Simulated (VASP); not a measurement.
Runs of VASP 6.6.1 on Ta. The structure is that of space group P6_3/mmc (No. 194), or close to it. The cells are those of the table. This isn't the form of Ta at room conditions, which is bcc.

```tsv
task	cell	k mesh	cutoff (eV)	gap on the mesh (eV)	pressure (GPa)
single point	a = 2.999, b = 2.999, c = 10.215 Å, angles 90.0, 90.0, 120.0°, 4 atoms	14 × 14 × 4	520	none	-6.7
single point	a = 2.879, b = 2.879, c = 9.806 Å, angles 90.0, 90.0, 120.0°, 4 atoms	14 × 14 × 4	520	none	17.9
single point	a = 3.074, b = 3.074, c = 10.471 Å, angles 90.0, 90.0, 120.0°, 4 atoms	14 × 14 × 4	520	none	(b)
single point	a = 2.920, b = 2.920, c = 9.946 Å, angles 90.0, 90.0, 120.0°, 4 atoms	14 × 14 × 4	520	none	8.1
single point	a = 2.960, b = 2.960, c = 10.082 Å, angles 90.0, 90.0, 120.0°, 4 atoms	12 × 12 × 4	520	none	0.0
single point	a = 2.837, b = 2.837, c = 9.662 Å, angles 90.0, 90.0, 120.0°, 4 atoms	14 × 14 × 4	520	none	(a)
relaxation of cell and atoms	relaxed from a = 2.945, b = 2.945, c = 9.619 Å, angles 90.0, 90.0, 120.0°, 4 atoms	12 × 12 × 4	600	none	0.0
```

Alike in all rows: level RPBE; potentials or basis VASP PAW PBE potentials, release 64 (Ta_pv); no spin polarisation; smearing fermi-dirac 0.1 eV.

Task: Fill in the values left out.

Result: (a) 29.8; (b) -16.8.

Caveats: the PAW data sets were made with another functional, which shifts forces and pressure a little; spin-orbit coupling is left out, which moves the levels of the heavy elements; the cell stands under pressure (at least some runs); the cell stands under tension (at least some runs).

A k mesh can miss the band edges, and the runs leave out spin-orbit coupling on Ta.

A gap of «none» marks levels without a gap at the run's occupations.
